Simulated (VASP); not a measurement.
Ru:

```xyz
2
Lattice="2.7058 0.0000 0.0000 -1.3529 2.3433 0.0000 0.0000 0.0000 4.2819" Properties=species:S:1:pos:R:3 pbc="T T T"
Ru    1.3529    0.7811    3.2114
Ru    0.0000    1.5622    1.0705
```

| Item | Value |
| --- | --- |
| Program | VASP 6.6.1 |
| Task | relaxation of cell and atoms |
| Functional | revPBE |
| Potentials or basis | VASP PAW PBE potentials, release 64 (Ru_pv) |
| Cutoff | 600 eV |
| k mesh | 11 × 11 × 6 |
| Occupations | fermi-dirac, width 0.05 eV |
| Spin | no spin polarisation |

At the start: pressure 7.7 GPa; volume 13.57 Å³/atom.

Q: How do energy, volume and symmetry change on relaxing?

A: Over 6 steps the energy falls by 7.7 meV/atom and the volume is 13.90 Å³/atom (+2.4 %); space group P6_3/mmc (No. 194, to 0.05 Å).

Step by step:
| step | energy change (eV) | largest force (eV/Å) | pressure (GPa) | volume (Å³) |
| --- | --- | --- | --- | --- |
| 1 | 0.0000 | 0.0000 | 7.68 | 27.15 |
| 2 | 0.1003 | 0.0000 | -17.46 | 29.79 |
| 3 | -0.0153 | 0.0000 | -0.14 | 27.83 |
| 4 | -0.0153 | 0.0000 | -0.04 | 27.81 |
| 5 | -0.0153 | 0.0000 | 0.10 | 27.80 |
| 6 | -0.0153 | 0.0000 | 0.09 | 27.80 |

Final structure:
```cif
data_structure
_symmetry_space_group_name_H-M 'P 1'
_symmetry_Int_Tables_number 1
_cell_length_a 2.7286
_cell_length_b 2.7286
_cell_length_c 4.3117
_cell_angle_alpha 90.000
_cell_angle_beta 90.000
_cell_angle_gamma 120.000
_cell_volume 27.80
loop_
_atom_site_label
_atom_site_type_symbol
_atom_site_fract_x
_atom_site_fract_y
_atom_site_fract_z
_atom_site_occupancy
Ru1 Ru 0.66667 0.33333 0.75000 1
Ru2 Ru 0.33333 0.66667 0.25000 1
```

Caveat: the PAW data sets were made with another functional, which shifts forces and pressure a little.
